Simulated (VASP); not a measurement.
# MgF2 (rutile type) (P4_2/mnm) in VASP: further runs

The runs below take MgF2 (rutile type) through single point, relaxation of shape and atoms at fixed volume, with LDA.

All numbers are computed with VASP 6.6.1; they aren't measurements. Logs are shortened: lines on timing, memory, paths and dates and some standing lists are left out, and cuts for length are marked.

## Step 1: The cell of the first run

It takes space group P4_2/mnm (No. 136, tetragonal). The conventional cell has a = 4.457 Å, b = 4.457 Å, c = 2.959 Å, α = 90.00°, β = 90.00°, γ = 90.00°. Within 2.5 Å of Mg (site symmetry mmm) lie 6 F at 1.90 to 1.94 Å. Within 2.5 Å of F (site symmetry m2m) lie 3 Mg at 1.90 to 1.94 Å and 1 F at 2.49 Å.

## Step 2: Single point, LDA

Contents of INCAR:

```
SYSTEM = MgF2
  ALGO = Normal
  EDIFF = 1E-6
  ENCUT = 840
  GGA = CA
  GGA_COMPAT = .False.
  ISIF = 2
  ISMEAR = -1
  LASPH = .True.
  LCHARG = .False.
  LREAL = .False.
  LWAVE = .False.
  NBANDS = 33
  NELM = 120
  PREC = Accurate
  SIGMA = 0.1
```

Contents of KPOINTS:

```
k-points
0
Gamma
  7 7 10
  0 0 0
```

Contents of POSCAR:

```
MgF2
1.0
    4.4568346157      0.0000000000      0.0000000000
    0.0000000000      4.4568346157      0.0000000000
    0.0000000000      0.0000000000      2.9588684384
Mg F
2 4
Direct
    0.0000000000      0.0000000000      0.0000000000
    0.5000000000      0.5000000000      0.5000000000
    0.3021189815      0.3021189815      0.0000000000
    0.6978810185      0.6978810185      0.0000000000
    0.8021189815      0.1978810185      0.5000000000
    0.1978810185      0.8021189815      0.5000000000
```

Potentials or basis: VASP PAW LDA potentials, release 64 (Mg_sv, F).

The run is started by

```bash
cat potpaw_LDA.64/Mg_sv/POTCAR potpaw_LDA.64/F/POTCAR > POTCAR
mpirun -np 1 vasp_std > vasp.out
```

OUTCAR:

```text
SYSTEM = MgF2
   EDIFF = 1E-6
   ENCUT = 840
   GGA = CA
   ISIF = 2
   ISMEAR = -1
   LASPH = .True.
   LREAL = .False.
   NELM = 120
   PREC = Accurate

 ion  position               nearest neighbor table
   1  0.000  0.000  0.000-   3 1.90   4 1.90   5 1.94   6 1.94   5 1.94   6 1.94
   2  0.500  0.500  0.500-   5 1.90   6 1.90   3 1.94   4 1.94   3 1.94   4 1.94
   3  0.302  0.302  0.000-   1 1.90   2 1.94   2 1.94
   4  0.698  0.698  0.000-   1 1.90   2 1.94   2 1.94
   5  0.802  0.198  0.500-   2 1.90   1 1.94   1 1.94
   6  0.198  0.802  0.500-   2 1.90   1 1.94   1 1.94

  LATTYP: Found a simple tetragonal cell.
 ALAT       =     4.4568346157
 C/A-ratio  =     0.6638946009

  Lattice vectors:

 A1 = (   4.4568346157,   0.0000000000,   0.0000000000)
 A2 = (   0.0000000000,   4.4568346157,   0.0000000000)
 A3 = (   0.0000000000,   0.0000000000,   2.9588684384)

Analysis of symmetry for initial positions (statically):
=====================================================================
 Subroutine PRICEL returns:
 Original cell was already a primitive cell.

 Routine SETGRP: Setting up the symmetry group for a
 simple tetragonal supercell.

 Subroutine GETGRP returns: Found 16 space group operations
 (whereof  8 operations were pure point group operations)
 out of a pool of 16 trial point group operations.

The static configuration has the point symmetry D_2h.
 The point group associated with its full space group is D_4h.

Analysis of symmetry for dynamics (positions and initial velocities):
=====================================================================
 Subroutine PRICEL returns:
 Original cell was already a primitive cell.

 Routine SETGRP: Setting up the symmetry group for a
 simple tetragonal supercell.

 Subroutine GETGRP returns: Found 16 space group operations
 (whereof  8 operations were pure point group operations)
 out of a pool of 16 trial point group operations.

The dynamic configuration has the point symmetry D_2h.
 The point group associated with its full space group is D_4h.

 Subroutine INISYM returns: Found 16 space group operations
 (whereof  8 operations are pure point group operations),
 and found     1 'primitive' translations

----------------------------------------------------------------------------------------

                                     Primitive cell

  volume of cell :      58.7731

  direct lattice vectors                    reciprocal lattice vectors
     4.456834616  0.000000000  0.000000000     0.224374491  0.000000000  0.000000000
     0.000000000  4.456834616  0.000000000     0.000000000  0.224374491  0.000000000
     0.000000000  0.000000000  2.958868438     0.000000000  0.000000000  0.337967037

  length of vectors
     4.456834616  4.456834616  2.958868438     0.224374491  0.224374491  0.337967037

  position of ions in fractional coordinates (direct lattice)
     0.000000000  0.000000000  0.000000000
     0.500000000  0.500000000  0.500000000
     0.302118982  0.302118982  0.000000000
     0.697881018  0.697881018  0.000000000
     0.802118982  0.197881018  0.500000000
     0.197881018  0.802118982  0.500000000

  ion indices of the primitive-cell ions
   primitive index   ion index
                 1           1
                 2           2
                 3           3
                 4           4
                 5           5
                 6           6

----------------------------------------------------------------------------------------

 KPOINTS: k-points

Automatic generation of k-mesh.
 Grid dimensions read from file:
 generate k-points for:    7    7   10

 Generating k-lattice:

  Cartesian coordinates                     Fractional coordinates (reciprocal lattice)
     0.032053499  0.000000000  0.000000000     0.142857143  0.000000000  0.000000000
     0.000000000  0.032053499  0.000000000     0.000000000  0.142857143  0.000000000
     0.000000000  0.000000000  0.033796704     0.000000000  0.000000000  0.100000000

  Length of vectors
     0.032053499  0.032053499  0.033796704

[... 48 lines left out ...]

 E-fermi :   0.9975     XC(G=0): -11.2123

 val. band max:       -1.0932939429   @ k =   0.0000   0.0000   0.0000
 cond. band min:       6.4229096415   @ k =   0.0000   0.0000   0.0000
 fundamental gap:      7.5162035844
 Fermi energy:         0.9974696483

 k-point     1 :       0.0000    0.0000    0.0000
  band No.  band energies     occupation
      1     -70.4980      2.00000
      2     -70.4962      2.00000
      3     -38.0340      2.00000
      4     -38.0340      2.00000
      5     -37.9995      2.00000
      6     -37.9995      2.00000
[... 25 lines left out ...]
     32      18.3744      0.00000
     33      18.3744      0.00000

 k-point     2 :       0.1429    0.0000    0.0000
  band No.  band energies     occupation
      1     -70.4979      2.00000
      2     -70.4962      2.00000
      3     -38.0325      2.00000
      4     -38.0325      2.00000
      5     -38.0010      2.00000
      6     -38.0009      2.00000
[... 25 lines left out ...]
     32      18.1374      0.00000
     33      18.3867      0.00000

 k-point     3 :       0.2857    0.0000    0.0000
  band No.  band energies     occupation
      1     -70.4975      2.00000
      2     -70.4963      2.00000
      3     -38.0288      2.00000
      4     -38.0286      2.00000
      5     -38.0051      2.00000
      6     -38.0047      2.00000
[... 25 lines left out ...]
     32      17.6725      0.00000
     33      18.1712      0.00000

 k-point     4 :       0.4286    0.0000    0.0000
  band No.  band energies     occupation
      1     -70.4970      2.00000
      2     -70.4967      2.00000
      3     -38.0245      2.00000
      4     -38.0242      2.00000
      5     -38.0095      2.00000
      6     -38.0093      2.00000
[... 673 lines left out ...]
     32      17.4915      0.00000
     33      17.9490      0.00000

 k-point    23 :       0.2857    0.0000    0.2000
  band No.  band energies     occupation
      1     -70.4961      2.00000
      2     -70.4950      2.00000
      3     -38.0270      2.00000
      4     -38.0229      2.00000
      5     -38.0195      2.00000
      6     -38.0173      2.00000
[... 25 lines left out ...]
     32      16.9111      0.00000
     33      17.2006      0.00000

 k-point    24 :       0.4286    0.0000    0.2000
  band No.  band energies     occupation
      1     -70.4957      2.00000
      2     -70.4953      2.00000
      3     -38.0257      2.00000
      4     -38.0234      2.00000
      5     -38.0182      2.00000
      6     -38.0160      2.00000
[... 25 lines left out ...]
     32      16.3679      0.00000
     33      16.9404      0.00000

 [... further k-points ...]

------------------------ aborting loop because EDIFF is reached ----------------------------------------

  FORCE on cell =-STRESS in cart. coord.  units (eV):
  Direction    XX          YY          ZZ          XY          YZ          ZX
  --------------------------------------------------------------------------------------
  -------------------------------------------------------------------------------------
  Total        3.0348183      3.0348183      3.1593809      0.0000000      0.0000000      0.0000000
  in kB       82.7302959     82.7302959     86.1259218      0.0000000      0.0000000      0.0000000
  external PRESSURE =      83.8621712 kB  Pullay stress =       0.0000000 kB

 VOLUME and BASIS-vectors are now :
 -----------------------------------------------------------------------------
  energy-cutoff  :      840.00
  volume of cell :       58.77
      direct lattice vectors                 reciprocal lattice vectors
     4.456834616  0.000000000  0.000000000     0.224374491  0.000000000  0.000000000
     0.000000000  4.456834616  0.000000000     0.000000000  0.224374491  0.000000000
     0.000000000  0.000000000  2.958868438     0.000000000  0.000000000  0.337967037

 POSITION                                       TOTAL-FORCE (eV/Angst)
 -----------------------------------------------------------------------------------
      0.00000      0.00000      0.00000         0.000000      0.000000      0.000000
      2.22842      2.22842      1.47943         0.000000      0.000000      0.000000
      1.34649      1.34649      0.00000        -0.006593     -0.006593     -0.000000
      3.11034      3.11034      0.00000         0.006593      0.006593      0.000000
      3.57491      0.88192      1.47943        -0.006593      0.006593      0.000000
      0.88192      3.57491      1.47943         0.006593     -0.006593      0.000000
 -----------------------------------------------------------------------------------
    total drift:                                0.000000     -0.000000     -0.000000

  FREE ENERGIE OF THE ION-ELECTRON SYSTEM (eV)
  ---------------------------------------------------
  free  energy   TOTEN  =       -34.4608573648 eV

  energy  without entropy=      -34.4608573647  energy(sigma->0) =      -34.46085736
```

Run time: 2 min. Hardware: 1 thread of Intel Xeon Platinum 8259CL at 2.50GHz (Skylake/Cascade Lake), shared host; peak memory 0.29 GiB.

Results:

```yaml
Free_energy: -34.4609 eV
Pressure: 8.4 GPa
Largest_force: 0.009 eV/Å
Band_gap_on_the_k_mesh: 7.52 eV
```

Forces on the atoms (eV/Å):
```
Mg   0.000  0.000  0.000
Mg   0.000  0.000  0.000
F   -0.007 -0.007  0.000
F    0.007  0.007  0.000
F   -0.007  0.007  0.000
F    0.007 -0.007  0.000
```

Stress tensor (GPa, compression positive):
```
8.27 0.00 0.00
0.00 8.27 0.00
0.00 0.00 8.61
```

Caveat: the cell stands under pressure. A k mesh can miss the band edges.

## Step 3: Single point, LDA (6.46 Å³/atom)

This run uses another cell than the first one, of 6.46 Å³/atom.

Contents of INCAR:

```
PREC     = Accurate       # precision mode
ENCUT    = 840            # plane-wave cutoff, eV
EDIFF    = 1E-6           # SCF threshold, eV
ISMEAR   = -1             # smearing method
SIGMA    = 0.1            # smearing width, eV
LREAL    = False          # projectors in reciprocal space
LASPH    = True           # aspherical terms in the spheres
NELM     = 120            # most SCF steps
ALGO     = Normal         # electronic algorithm
ISIF     = 2              # what is computed and relaxed
LWAVE    = False          # write WAVECAR
LCHARG   = True           # write CHGCAR
GGA      = CA             # functional
LELF     = True           # ELF
LVHAR    = True         
NBANDS   = 33             # bands
GGA_COMPAT= False
```

Contents of KPOINTS:

```
Automatic mesh
0
Gamma
  7 7 10
```

Contents of POSCAR:

```
MgF2
1.0
    3.8547912184      0.0000000000      0.0000000000
    0.0000000000      3.8547912184      0.0000000000
    0.0000000000      0.0000000000      2.6088001243
Mg F
2 4
Direct
    0.0000000000      0.0000000000      0.0000000000
    0.5000000000      0.5000000000      0.5000000000
    0.3005144129      0.3005144129      0.0000000000
    0.6994855871      0.6994855871      0.0000000000
    0.8005144129      0.1994855871      0.5000000000
    0.1994855871      0.8005144129      0.5000000000
```

Potentials or basis: VASP PAW LDA potentials, release 64 (Mg_sv, F).

The run is started by

```bash
cat potpaw_LDA.64/Mg_sv/POTCAR potpaw_LDA.64/F/POTCAR > POTCAR
mpirun -np 1 vasp_std > vasp.out
```

It took 92 s on 1 thread of Intel Xeon Platinum 8259CL at 2.50GHz (Skylake/Cascade Lake), shared host; peak memory 0.23 GiB.

Results (log left out):

```yaml
Free_energy: -26.8928 eV
Pressure: 156.6 GPa
Largest_force: 0.009 eV/Å
Band_gap_on_the_k_mesh: 11.08 eV
```

Forces in eV/Å, atoms in the order of the input:
```
Mg   0.000  0.000  0.000
Mg   0.000  0.000  0.000
F    0.006  0.006  0.000
F   -0.006 -0.006  0.000
F    0.006 -0.006  0.000
F   -0.006  0.006  0.000
```

Stress tensor (GPa, compression positive):
```
156.39   0.00   0.00
  0.00 156.39   0.00
  0.00   0.00 156.98
```

Levels at points of the mesh, in eV from the valence-band top:
| k point | band 20 | band 21 | band 22 | band 23 | band 24 | band 25 | band 26 | band 27 | band 28 | band 29 |
| --- | --- | --- | --- | --- | --- | --- | --- | --- | --- | --- |
| (0.00, 0.00, 0.00) | -2.21 | -0.81 | -0.26 | -0.26 | 0.00 | 11.08 | 15.13 | 15.59 | 15.59 | 18.70 |
| (0.00, 0.00, 0.50) | -2.86 | -1.97 | -1.97 | -1.67 | -1.67 | 16.04 | 16.04 | 18.37 | 18.37 | 18.42 |

Caveat: the cell stands under pressure. A k mesh can miss the band edges.

## Step 4: Relaxation of shape and atoms at fixed volume, LDA

This run uses another cell than the first one, of 8.34 Å³/atom.

Contents of INCAR:

```
ALGO = Normal ; EDIFF = 1E-7
EDIFFG = -0.005 ; ENCUT = 600
GGA = CA ; GGA_COMPAT = F
IBRION = 2 ; ISIF = 4
ISMEAR = -1 ; LASPH = T
LCHARG = F ; LREAL = F
LWAVE = F ; NELM = 120
NELMIN = 4 ; NSW = 50
PREC = Accurate ; SIGMA = 0.1
```

Contents of KPOINTS:

```
k-points
0
Gamma
  7 7 10
```

Contents of POSCAR:

```
MgF2
1.0
    4.2295302875      0.0000000000      0.0000000000
    0.0000000000      4.2295302875      0.0000000000
    0.0000000000      0.0000000000      2.7961247735
Mg F
2 4
Direct
    0.0000000000      0.0000000000      0.0000000000
    0.5000000000      0.5000000000      0.5000000000
    0.3029800056      0.3029800056      0.0000000000
    0.6970199944      0.6970199944      0.0000000000
    0.8029800056      0.1970199944      0.5000000000
    0.1970199944      0.8029800056      0.5000000000
```

Potentials or basis: VASP PAW LDA potentials, release 64 (Mg, F).

The run is started by

```bash
cat potpaw_LDA.64/Mg/POTCAR potpaw_LDA.64/F/POTCAR > POTCAR
mpirun -np 1 vasp_std > vasp.out
```

Wall time 6.8 min (1 thread of Oxide Virtual Turin-like, shared host); peak memory 0.16 GiB.

The run converged. Its results:

```
Free energy               : -33.8867 eV
Energy gained by relaxing : 3.1 meV/atom
Ionic steps               : 9
Pressure after relaxing   : 39.3 GPa
Band gap on the k mesh    : 8.78 eV
```

The path:
```csv
step,energy change (eV),largest force (eV/Å),pressure (GPa),volume (Å³)
1,0.0000,0.4724,39.72,50.02
2,-0.0100,0.3523,39.21,50.02
3,-0.0181,0.0181,39.31,50.02
4,-0.0181,0.0280,39.30,50.02
5,-0.0182,0.0219,39.30,50.02
6,-0.0184,0.0047,39.29,50.02
7,-0.0184,0.0098,39.29,50.02
8,-0.0184,0.0123,39.30,50.02
9,-0.0184,0.0000,39.30,50.02
```

Final structure:
```yaml
crystal:
  lattice:
    - [4.21136, 0.00000, 0.00000]
    - [0.00000, 4.21136, 0.00000]
    - [0.00000, 0.00000, 2.82030]
  atoms:
    - { symbol: Mg, position: [0.00000, 0.00000, 0.00000] }
    - { symbol: Mg, position: [0.50000, 0.50000, 0.50000] }
    - { symbol: F, position: [0.30109, 0.30109, 0.00000] }
    - { symbol: F, position: [0.69891, 0.69891, 0.00000] }
    - { symbol: F, position: [0.80109, 0.19891, 0.50000] }
    - { symbol: F, position: [0.19891, 0.80109, 0.50000] }
```

Levels at points of the mesh, in eV from the valence-band top:
```
           k point  band 14  band 15  band 16  band 17  band 18  band 19
(0.00, 0.00, 0.00)    -0.34    -0.34     0.00     8.78    13.65    13.65
(0.00, 0.00, 0.50)    -1.77    -1.24    -1.24    13.74    13.74    16.40
```

A k mesh can miss the band edges.

## Step 5: Relaxation of shape and atoms at fixed volume, LDA

This run uses another cell than the first one, of 9.17 Å³/atom.

Contents of INCAR:

```
SYSTEM = MgF2
PREC = Accurate
ENCUT = 600
EDIFF = 1E-7
ISMEAR = -1
SIGMA = 0.1
LREAL = .FALSE.
LASPH = .TRUE.
NELM = 120
ALGO = Normal
ISIF = 4
LWAVE = .FALSE.
LCHARG = .FALSE.
GGA = CA
IBRION = 2
NSW = 50
EDIFFG = -0.005
GGA_COMPAT = .FALSE.
NELMIN = 4
```

Contents of KPOINTS:

```
Automatic mesh
0
G
  7 7 10
  0 0 0
```

Edit POSCAR of step 4 so:

```diff
@@ -2,5 +2,5 @@
 1.0
-    4.2295302875      0.0000000000      0.0000000000
-    0.0000000000      4.2295302875      0.0000000000
-    0.0000000000      0.0000000000      2.7961247735
+    4.3660600135      0.0000000000      0.0000000000
+    0.0000000000      4.3660600135      0.0000000000
+    0.0000000000      0.0000000000      2.8863840040
 Mg F
```

The run is started by

```bash
cat potpaw_LDA.64/Mg/POTCAR potpaw_LDA.64/F/POTCAR > POTCAR
mpirun -np 1 vasp_std > vasp.out
```

Wall time 4.6 min (1 thread of Oxide Virtual Turin-like, shared host); peak memory 0.17 GiB.

The run converged. Its results:

- Free energy: -34.7612 eV
- Energy gained by relaxing: 1.3 meV/atom
- Ionic steps: 6
- Pressure after relaxing: 17.0 GPa
- Band gap on the k mesh: 8.01 eV

Step by step:
```
step  energy change (eV)  largest force (eV/Å)  pressure (GPa)  volume (Å³)
   1              0.0000                0.2484           17.25        55.02
   2             -0.0072                0.0588           16.96        55.02
   3             -0.0074                0.0128           16.99        55.02
   4             -0.0075                0.0081           16.99        55.02
   5             -0.0075                0.0053           16.99        55.02
   6             -0.0075                0.0002           16.99        55.02
```

Final structure:
```yaml
crystal:
  lattice:
    - [4.35221, 0.00000, 0.00000]
    - [0.00000, 4.35221, 0.00000]
    - [0.00000, 0.00000, 2.90478]
  atoms:
    - { symbol: Mg, position: [0.00000, 0.00000, 0.00000] }
    - { symbol: Mg, position: [0.50000, 0.50000, 0.50000] }
    - { symbol: F, position: [0.30157, 0.30157, 0.00000] }
    - { symbol: F, position: [0.69843, 0.69843, 0.00000] }
    - { symbol: F, position: [0.80157, 0.19843, 0.50000] }
    - { symbol: F, position: [0.19843, 0.80157, 0.50000] }
```

Levels at points of the mesh, in eV from the valence-band top:
```
           k point  band 14  band 15  band 16  band 17  band 18  band 19
(0.00, 0.00, 0.00)    -0.34    -0.34     0.00     8.01    12.97    12.97
(0.00, 0.00, 0.50)    -1.61    -1.10    -1.10    12.90    12.90    15.69
```

## Step 6: Overview

```tsv
task	potentials or basis	cell	cutoff (eV)	gap on the mesh (eV)	pressure (GPa)	largest force (eV/Å)
single point	VASP PAW LDA potentials, release 64 (Mg_sv, F)	a = 4.457, b = 4.457, c = 2.959 Å, 6 atoms, atomic positions A	840	7.52	8.4	0.01
single point	VASP PAW LDA potentials, release 64 (Mg_sv, F)	a = 3.855, b = 3.855, c = 2.609 Å, 6 atoms, atomic positions B	840	11.08	156.6	0.01
relaxation of shape and atoms at fixed volume	VASP PAW LDA potentials, release 64 (Mg, F)	relaxed from a = 4.230, b = 4.230, c = 2.796 Å, 6 atoms, atomic positions C	600	8.78	39.3	-
relaxation of shape and atoms at fixed volume	VASP PAW LDA potentials, release 64 (Mg, F)	relaxed from a = 4.366, b = 4.366, c = 2.886 Å, 6 atoms, atomic positions C	600	8.01	17.0	-
```

Alike in all rows: level LDA; no spin polarisation; k mesh 7 × 7 × 10; smearing fermi-dirac 0.1 eV.

Caveats: the cell stands under pressure (at least some runs).

Total energies depend on the potentials used, so only differences within one code and one set of settings carry meaning.
